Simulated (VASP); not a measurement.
A run of VASP 6.6.1 is set up as follows.

File INCAR:

```
SYSTEM = Ru
  PREC = Accurate
  ENCUT = 520
  EDIFF = 1E-6
  ISMEAR = 0
  SIGMA = 0.1
  LREAL = .FALSE.
  LASPH = .TRUE.
  NELM = 60
  ALGO = Fast
  ISIF = 2
  LWAVE = .FALSE.
  LCHARG = .FALSE.
  GGA = PE
  NBANDS = 21
```

KPOINTS

```
Automatic mesh
0
G
  18 18 10
  0 0 0
```

File POSCAR:

```
Ru
1.0
    2.9011580461      0.0000000000      0.0000000000
   -1.4505790231      2.5124765684      0.0000000000
    0.0000000000      0.0000000000      4.2056821800
Ru
2
Direct
    0.3333333333      0.6666666667      0.2500000000
    0.6666666667      0.3333333333      0.7500000000
```

Potentials or basis: VASP PAW PBE potentials, release 64 (Ru_pv).

Command:

```bash
$ cat potpaw_PBE.64/Ru_pv/POTCAR > POTCAR
$ mpirun -np 1 vasp_std > vasp.out
```

Problem. What does it give for the pressure?

Solution. -23.1 GPa.

Problem. Estimate the band gap on the k mesh.

Solution. Zero (bands 14 and 15 overlap by 2.44 eV).

Stress tensor (GPa, compression positive):
```
-30.55   0.00   0.00
  0.00 -30.55   0.00
  0.00   0.00  -8.33
```

Caveat: the cell differs from its parent crystal (strained); the stress differs along the axes, from -31 to -8 GPa.
